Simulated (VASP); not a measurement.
**Zn: single point with PBE**

Crystal: Zn.

```
CELL_PARAMETERS angstrom
0.00000 1.75901 1.75901
1.75901 0.00000 1.75901
1.75901 1.75901 0.00000
ATOMIC_POSITIONS crystal
Zn 0.00000 0.00000 0.00000
```

```
Program             : VASP 6.6.1
Task                : single point
Functional          : PBE
Potentials or basis : VASP PAW PBE potentials, release 64 (Zn)
Cutoff              : 520 eV
k mesh              : 19 × 19 × 19
Occupations         : fermi-dirac, width 0.05 eV
Spin                : no spin polarisation
```

The pressure is 55.1 GPa. The band gap on the k mesh is zero (band 6 reaches 8.10 eV, above the bottom of band 7 at 5.30 eV).

Levels at points of the mesh, in eV from the Fermi level:
| k point | band 3 | band 4 | band 5 | band 6 | band 7 | band 8 | band 9 | band 10 |
| --- | --- | --- | --- | --- | --- | --- | --- | --- |
| (0.00, 0.00, 0.00) | -8.98 | -8.98 | -8.29 | -8.29 | 21.28 | 23.08 | 23.08 | 23.08 |

It took 32 s on 1 thread of Intel Xeon 8259CL, with other jobs on the host, peak memory 0.14 GiB.
